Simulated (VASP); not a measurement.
K2S: single point with PBE

K2S:

```
K S
1.0
     0.00000    3.80380    3.80380
     3.80380    0.00000    3.80380
     3.80380    3.80380    0.00000
K S
2 1
Direct
  0.25000 0.25000 0.25000
  0.75000 0.75000 0.75000
  0.00000 0.00000 0.00000
```

```
Program             : VASP 6.6.1
Task                : single point
Functional          : PBE
Potentials or basis : VASP PAW PBE potentials, release 64 (K_sv, S)
Cutoff              : 500 eV
k mesh              : 6 × 6 × 6
Occupations         : gaussian, width 0.01 eV
Spin                : no spin polarisation
```

```json
{
 "Pressure": "-0.9 GPa",
 "Band gap on the k mesh": "2.18 eV (least direct gap 2.31 eV)"
}
```

Levels at points of the mesh, in eV from the valence-band top:
```tsv
k point	band 9	band 10	band 11	band 12	band 13	band 14	band 15	band 16
(0.00, 0.00, 0.00)	-9.55	-0.13	-0.13	-0.13	2.18	5.43	5.43	7.19
(0.50, 0.00, 0.00)	-9.41	-0.57	-0.04	-0.04	4.55	4.65	5.69	5.69
(0.50, 0.50, 0.00)	-9.38	-0.67	0.00	0.00	3.47	5.12	6.18	6.50
```

Run time: 45 s on 1 thread of Intel(R) Xeon(R) Platinum 8175M CPU @ 2.50GHz (Skylake/Cascade Lake), on a shared host, peak memory 0.24 GiB.

A k mesh can miss the band edges.
